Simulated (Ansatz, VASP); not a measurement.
Ir in VASP and in Ansatz

```
CELL_PARAMETERS angstrom
0.00000 1.93606 1.93606
1.93606 0.00000 1.93606
1.93606 1.93606 0.00000
ATOMIC_POSITIONS crystal
Ir 0.00000 0.00000 0.00000
```

Alike in both runs: task single point; functional PBE; k mesh 14 × 14 × 14; occupations gaussian, width 0.6 eV; no spin polarisation.

```csv
,VASP,Ansatz
version,VASP 6.6.1,Ansatz 0.2.0
potentials or method,"VASP PAW PBE potentials, release 64 (Ir), cutoff 520 eV","plane waves (420 eV) with PAW, scalar-relativistic"
valence electrons in the cell,9,17
```

VASP gave:

```
pressure (GPa) : 2.0
```

**Question.** Which values does Ansatz return?

**Answer.** Pressure (GPa): 1.5.

VASP's potentials hold 9 valence electrons a cell and Ansatz's 17, so a difference there can come from the potentials and not from the codes.

Neither program's run includes spin-orbit coupling.
